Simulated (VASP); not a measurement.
Set up this calculation in VASP 6.6.1, as the native input.

| Property | Result |
| --- | --- |
| Task | single point |
| Functional | PBE |
| Potentials or basis | VASP PAW PBE potentials, release 64 (Hf_pv, B) |
| Cutoff | 520 eV |
| k mesh | 3 × 3 × 2 |
| Occupations | gaussian, width 0.1 eV |
| Spin | no spin polarisation |
| Dipole correction | no |
| Further INCAR settings | ALGO = Normal; EDIFF = 1e-06; NBANDS = 15 |

The structure of HfB2 lies in POSCAR:

```
HfB2
1.0
    3.1507563035      0.1331640071      0.0364570476
   -1.4600547387      2.7307819157     -0.0578223447
    0.0404899023     -0.0507764128      3.5418684912
Hf B
1 2
Direct
    0.0000000000      0.0000000000      0.0000000000
    0.3333333333      0.6666666667      0.5000000000
    0.6666666667      0.3333333333      0.5000000000
```

The input as run:

INCAR

```
PREC = Accurate
ENCUT = 520
EDIFF = 1E-6
ISMEAR = 0
SIGMA = 0.1
LREAL = False
LASPH = True
NELM = 80
ALGO = Normal
ISIF = 2
LWAVE = False
LCHARG = True
GGA = PE
LELF = True
LVHAR = True
NBANDS = 15
```

KPOINTS

```
Automatic mesh
0
Gamma
  3 3 2
```

Potentials or basis: VASP PAW PBE potentials, release 64 (Hf_pv, B).

Launch:

```sh
$ cat potpaw_PBE.64/Hf_pv/POTCAR potpaw_PBE.64/B/POTCAR > POTCAR
$ mpirun -np 1 vasp_std > vasp.out
```

Results of the run:

| Quantity | Value |
| --- | --- |
| Pressure | -9.3 GPa |
| Largest force | 0.369 eV/Å |
| Band gap on the k mesh | 0.12 eV, direct |

Caveat: the k points lie up to 0.89 Å⁻¹ apart; spin-orbit coupling is left out, which moves the levels of the heavy elements.

It took 5.5 s on 1 thread of AMD EPYC 7R13 Processor (Zen 3) (shared host), peak memory 0.11 GiB.
